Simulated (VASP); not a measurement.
LiH:

```
CELL_PARAMETERS angstrom
0.00000 2.03675 2.03675
2.03675 0.00000 2.03675
2.03675 2.03675 0.00000
ATOMIC_POSITIONS crystal
Li 0.00000 0.00000 0.00000
H 0.50000 0.50000 0.50000
```

Base run:

```yaml
Program: VASP 6.6.1
Functional: LDA
Potentials_or_basis: VASP PAW LDA potentials, release 64 (Li_sv, H)
Cutoff: 520 eV
k_mesh: 14 × 14 × 14
Occupations: gaussian, width 0.05 eV
Spin: no spin polarisation
```

Its results: band gap on the k mesh 2.65 eV, direct.

Problem. The run is repeated on the same cell with these changes: functional from LDA to PBE; potentials or basis from VASP PAW LDA potentials, release 64 (Li_sv, H) to VASP PAW PBE potentials, release 64 (Li_sv, H). What comes out?

Solution. Band gap on the k mesh 3.01 eV, direct.

A k mesh can miss the band edges.
